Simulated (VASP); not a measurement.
# Pd2PtSe6: single point with PBE

Crystal: Pd2PtSe6.

```
CELL_PARAMETERS angstrom
6.57748 0.00000 0.00000
-3.28874 5.69626 0.00000
0.00000 0.00000 5.03194
ATOMIC_POSITIONS crystal
Pd 0.66667 0.33333 0.00000
Pd 0.33333 0.66667 0.00000
Pt 0.00000 0.00000 0.00000
Se 0.00000 0.33093 0.25652
Se 0.66907 0.66907 0.25652
Se 0.33093 0.00000 0.25652
Se 0.33093 0.33093 0.74348
Se 0.00000 0.66907 0.74348
Se 0.66907 0.00000 0.74348
```

* Program: VASP 6.6.1
* Task: single point
* Functional: PBE
* Potentials or basis: VASP PAW PBE potentials, release 64 (Pd, Pt, Se)
* Cutoff: 520 eV
* k mesh: 6 × 6 × 8
* Occupations: gaussian, width 0.1 eV
* Spin: no spin polarisation
* Dipole correction: no
* k mesh for the DOS: 9 × 9 × 12
* Occupations for the DOS: tetrahedron
* Further INCAR settings: ALGO = Normal; EDIFF = 1e-07

The valence electrons inside the program's atomic spheres are Pd 9.47; Pt 9.33; Se 3.74.

Levels at points of the mesh, in eV from the Fermi level:
```tsv
k point	band 30	band 31	band 32	band 33	band 34	band 35	band 36	band 37
(0.00, 0.00, 0.00)	-1.40	-0.60	-0.60	-0.29	-0.29	0.03	0.03	0.87
(0.00, 0.00, 0.50)	-2.20	-1.26	-1.13	-1.13	1.80	1.80	1.82	1.82
```

Wall time 18 min on 1 thread of Intel(R) Xeon(R) Platinum 8488C (Sapphire Rapids), with other jobs on the host, peak memory 0.87 GiB.

Caveat: spin-orbit coupling is left out, which moves the levels of the heavy elements.
